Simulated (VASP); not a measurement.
# Ta3N (Cm) in VASP: single point with PBEsol

Aim: the single point of Ta3N with PBEsol.

Everything below comes from runs of VASP 6.6.1. Logs are shortened: lines on timing, memory, paths and dates and some standing lists are left out, and cuts for length are marked.

### Step 1. The cell of the first run

It takes space group Cm (No. 8, monoclinic). The conventional cell has a = 5.252 Å, b = 3.032 Å, c = 7.524 Å, α = 90.00°, β = 90.00°, γ = 90.00°. Within 3.9 Å of Ta (site symmetry m) lie 12 Ta at 2.93 to 3.25 Å and 2 N at 3.76 Å. Within 2.7 Å of Ta (site symmetry m) lie 3 N at 2.06 to 2.50 Å. Within 2.9 Å of Ta (site symmetry m) lie 3 N at 2.19 Å. Within 2.7 Å of N (site symmetry m) lie 6 Ta at 2.06 to 2.50 Å.

### Step 2. Single point, PBEsol (one atom moved)

Input file INCAR:

```
PREC = Accurate
ENCUT = 520
EDIFF = 1E-7
ISMEAR = 0
SIGMA = 0.1
LREAL = False
LASPH = True
NELM = 100
ALGO = Normal
ISIF = 2
LWAVE = False
LCHARG = True
GGA = PS
LELF = True
LVHAR = True
NBANDS = 27
```

Input file KPOINTS:

```
Automatic mesh
0
Gamma
  15 15 6
```

Input file POSCAR:

```
Ta3N
1.0
    3.0322239879      0.0000000000      0.0000000000
   -1.5161119940      2.6259830035      0.0000000000
    0.0000000000      0.0000000000      7.5241370000
Ta N
3 1
Direct
    0.0000000000      0.0000000000      0.5000000000
    0.4047351630      0.8094703361      0.1739300000
    0.6666666700      0.3333333300      0.8260700000
    0.0000000000      0.0000000000      0.0000000000
```

Potentials or basis: VASP PAW PBE potentials, release 64 (Ta_pv, N).

Started as:

```sh
$ cat potpaw_PBE.64/Ta_pv/POTCAR potpaw_PBE.64/N/POTCAR > POTCAR
$ mpirun -np 1 vasp_std > vasp.out
```

OUTCAR:

```text
PREC = Accurate
   ENCUT = 520
   EDIFF = 1E-7
   ISMEAR = 0
   LREAL = False
   LASPH = True
   NELM = 100
   ISIF = 2
   GGA = PS

 ion  position               nearest neighbor table
   1  0.000  0.000  0.500-   2 2.93   2 2.93   3 3.01   3 3.01   3 3.01   2 3.25
   2  0.405  0.809  0.174-   4 2.06   4 2.06   4 2.50   1 2.93   1 2.93   3 2.96   1 3.25   3 3.27
                             3 3.27
   3  0.667  0.333  0.826-   4 2.19   4 2.19   4 2.19   2 2.96   1 3.01   1 3.01   1 3.01   2 3.27
                             2 3.27
   4  0.000  0.000  0.000-   2 2.06   2 2.06   3 2.19   3 2.19   3 2.19   2 2.50

  LATTYP: Found a hexagonal cell.
 ALAT       =     3.0322239879
 C/A-ratio  =     2.4813922158

  Lattice vectors:

 A1 = (   3.0322239879,   0.0000000000,   0.0000000000)
 A2 = (  -1.5161119940,   2.6259830035,   0.0000000000)
 A3 = (   0.0000000000,   0.0000000000,   7.5241370000)

Analysis of symmetry for initial positions (statically):
=====================================================================
 Subroutine PRICEL returns:
 Original cell was already a primitive cell.

 Routine SETGRP: Setting up the symmetry group for a
 hexagonal supercell.

 Subroutine GETGRP returns: Found  2 space group operations
 (whereof  2 operations were pure point group operations)
 out of a pool of 24 trial point group operations.

The static configuration has the point symmetry C_1h.

Analysis of symmetry for dynamics (positions and initial velocities):
=====================================================================
 Subroutine PRICEL returns:
 Original cell was already a primitive cell.

 Routine SETGRP: Setting up the symmetry group for a
 hexagonal supercell.

 Subroutine GETGRP returns: Found  2 space group operations
 (whereof  2 operations were pure point group operations)
 out of a pool of 24 trial point group operations.

The dynamic configuration has the point symmetry C_1h.

 Subroutine INISYM returns: Found  2 space group operations
 (whereof  2 operations are pure point group operations),
 and found     1 'primitive' translations

----------------------------------------------------------------------------------------

                                     Primitive cell

  volume of cell :      59.9115

[... 89 lines left out ...]
   LASPH  =      T    aspherical Exc in radial PAW
   ENCUT  =  520.0 eV  38.22 Ry    6.18 a.u.   5.64  5.64 13.99*2*pi/ulx,y,z
   NELM   =    100;   NELMIN=  2; NELMDL= -5     # of ELM steps
   EDIFF  = 0.1E-06   stopping-criterion for ELM
   LREAL  =      F    real-space projection
   EDIFFG = 0.1E-05   stopping-criterion for IOM
   NSW    =      0    number of steps for IOM
   IBRION =     -1    ionic relax: 0-MD 1-quasi-New 2-CG
   NFREE  =      0    steps in history (QN), initial steepest desc. (CG)
   ISIF   =      2    stress and relaxation
   ISYM   =      2    0-nonsym 1-usesym 2-fastsym
   POTIM  = 0.5000    time-step for ionic-motion
   TEBEG  =    0.0;   TEEND  =   0.0 temperature during run
   PSTRESS=    0.0 pullay stress
   NELECT =      38.0000    total number of electrons
   NUPDOWN=      -1.0000    fix difference up-down
   EMIN   =  10.00;   EMAX   =-10.00  energy-range for DOS
   EFERMI =   0.00;   METHOD = LEGACY
   ISMEAR =     0;   SIGMA  =   0.10  broadening in eV -4-tet -1-fermi 0-gaus
   EFERMI_NEDOS =   21; number of points for ismear=-14 and -15
   IALGO  =     38    algorithm
   IMIX   =      4    mixing-type and parameters
     AMIX     =   0.40;   BMIX     =  1.00
     AMIX_MAG =   1.60;   BMIX_MAG =  1.00
  volume/ion in A,a.u.               =      14.98       101.08
  Fermi-wavevector in a.u.,A,eV,Ry     =   1.406585  2.658061 26.918884  1.978482
  Thomas-Fermi vector in A             =   2.528931
   LORBIT       =      0    0 simple, 1 ext, 2 COOP (PROOUT), +10 PAW based schemes
   GGA     = PS    functional components
   LHFCALC =     F    Hartree Fock is set to
   AEXX    =    0.0000 exact exchange contribution
   IVDW    =     0    specifies the selected vdW correction
   LEPSILON=     F    determine dielectric tensor
   LRPA    =     F    only Hartree local field effects (RPA)
 non-spin polarized calculation
 Gauss-broadening in eV      SIGMA  =   0.10
  energy-cutoff  :      520.00
  volume of cell :       59.91
 maximum number of plane-waves:      1644
   NGX = 11   NGY = 11   NGZ = 27

 number of electron      37.9999999 magnetization

 Free energy of the ion-electron system (eV)
  ---------------------------------------------------
  ext. energy  EPLUGINS =         0.00000000
  ---------------------------------------------------
  free energy    TOTEN  =       -48.06931535 eV

  energy without entropy =      -48.05260282  energy(sigma->0) =      -48.06095908

 E-fermi :   6.3989     XC(G=0): -12.7988

 val. band max:        6.3976152271   @ k =   0.3333   0.0667   0.3333
 cond. band min:       6.3990693464   @ k =   0.0000   0.2667   0.5000
 fundamental gap:      0.0014541193
 Fermi energy:         6.3988778388

 k-point     1 :       0.0000    0.0000    0.0000
  band No.  band energies     occupation
      1     -28.6632      2.00000
      2     -28.3538      2.00000
      3     -28.0422      2.00000
      4     -27.9915      2.00000
      5     -27.9724      2.00000
      6     -27.9296      2.00000
[... 709 lines left out ...]
     26      10.5619      0.00000
     27      10.9505      0.00000

 [... further k-points ...]

------------------------ aborting loop because EDIFF is reached ----------------------------------------

  FORCE on cell =-STRESS in cart. coord.  units (eV):
  Direction    XX          YY          ZZ          XY          YZ          ZX
  --------------------------------------------------------------------------------------
  -------------------------------------------------------------------------------------
  Total       -1.1982050     -3.5076546      0.0294583      0.0000000     -1.9741708      0.0000000
  in kB      -32.0429000    -93.8031710      0.7877868      0.0000000    -52.7941051      0.0000000
  external PRESSURE =     -41.6860947 kB  Pullay stress =       0.0000000 kB

 VOLUME and BASIS-vectors are now :
 -----------------------------------------------------------------------------
  energy-cutoff  :      520.00
  volume of cell :       59.91
      direct lattice vectors                 reciprocal lattice vectors
     3.032223988  0.000000000  0.000000000     0.329790940  0.190404888  0.000000000
    -1.516111994  2.625983004  0.000000000     0.000000000  0.380809776  0.000000000
     0.000000000  0.000000000  7.524137000     0.000000000  0.000000000  0.132905608

 POSITION                                       TOTAL-FORCE (eV/Angst)
 -----------------------------------------------------------------------------------
      0.00000      0.00000      3.76207         0.000000     -0.107856     -0.102773
     -0.00000      2.12566      1.30867         0.000000     -1.400962      0.998015
      1.51611      0.87533      6.21546         0.000000     -0.044082     -0.197556
      0.00000      0.00000      0.00000        -0.000000      1.552900     -0.697686
 -----------------------------------------------------------------------------------
    total drift:                               -0.000001      0.000004     -0.000065

  FREE ENERGIE OF THE ION-ELECTRON SYSTEM (eV)
  ---------------------------------------------------
  free  energy   TOTEN  =       -48.0693153453 eV

  energy  without entropy=      -48.0526028175  energy(sigma->0) =      -48.06095908
```

It took 11 min on 1 thread of Intel Xeon Platinum 8259CL at 2.50GHz (Skylake/Cascade Lake), shared host; peak memory 0.55 GiB.

What came out:

* Free energy: -48.0693 eV
* Pressure: -4.2 GPa
* Largest force: 1.720 eV/Å
* Band gap on the k mesh: zero (band 19 reaches 7.22 eV, above the bottom of band 20 at 5.90 eV)

Forces on the atoms (eV/Å):
```
Ta   0.000 -0.108 -0.103
Ta   0.000 -1.401  0.998
Ta   0.000 -0.044 -0.198
N    0.000  1.553 -0.698
```

Caveat: the cell differs from its parent crystal (one atom moved); the PAW data sets were made with another functional, which shifts forces and pressure a little; spin-orbit coupling is left out, which moves the levels of the heavy elements.
